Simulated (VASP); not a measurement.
A run of VASP 6.6.1:

INCAR

```
ALGO = Normal
EDIFF = 1E-6
ENCUT = 500
GGA = PS
GGA_COMPAT = F
ISIF = 2
ISMEAR = 0
LASPH = T
LCHARG = T
LELF = T
LREAL = F
LVHAR = T
LWAVE = F
NBANDS = 18
NELM = 120
PREC = Accurate
SIGMA = 0.15
```

Contents of KPOINTS:

```
k-points
0
Gamma
  16 16 16
```

Contents of POSCAR:

```
BiTe
1.0
    0.0000000000      3.1971538277      3.1971538277
    3.1971538277      0.0000000000      3.1971538277
    3.1971538277      3.1971538277      0.0000000000
Bi Te
1 1
Direct
   -0.0035808230      0.0035808230     -0.0035808230
    0.5058645911      0.4941354089      0.5058645911
```

Potentials or basis: VASP PAW PBE potentials, release 64 (Bi_d, Te).

Launch:

```sh
$ cat potpaw_PBE.64/Bi_d/POTCAR potpaw_PBE.64/Te/POTCAR > POTCAR
$ mpirun -np 1 vasp_std > vasp.out
```

Hardware: 1 thread of AMD EPYC 7R13, with other jobs on the host.

**Question.** How long does it take, and how much memory?

**Answer.** Run time: 10 min on 1 thread of AMD EPYC 7R13 (shared host), peak memory 0.48 GiB. Counts: scf iterations 12, k points 349.
